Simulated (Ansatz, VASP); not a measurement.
Two plane-wave programs on Co

```xyz
3
Lattice="3.9701 0.0000 0.0000 -1.9851 3.4382 0.0000 0.0000 0.0000 2.4337" Properties=species:S:1:pos:R:3 pbc="T T T"
Co    0.0000    0.0000    0.0000
Co    0.0000    2.2922    1.2168
Co    1.9851    1.1461    1.2168
```

Alike in both runs: task relaxation of cell and atoms; functional revPBE; k mesh 9 × 9 × 13; occupations fermi-dirac, width 0.1 eV; no spin polarisation.

|  | VASP | Ansatz |
| --- | --- | --- |
| version | VASP 6.6.1 | Ansatz 0.2.0 |
| potentials or method | VASP PAW PBE potentials, release 64 (Co), cutoff 600 eV | plane waves (420 eV) with PAW, scalar-relativistic |
| valence electrons in the cell | 27 | 51 |

```tsv
	VASP	Ansatz	Ansatz less VASP
relaxed volume (Å³/atom)	10.73	10.76	+0.028
relaxed cell length with the largest relative difference (Å)	2.408	2.411	+0.0028
```

VASP's potentials were made for PBE, not for revPBE. VASP's potentials hold 27 valence electrons a cell and Ansatz's 51, so a difference there can come from the potentials and not from the codes.
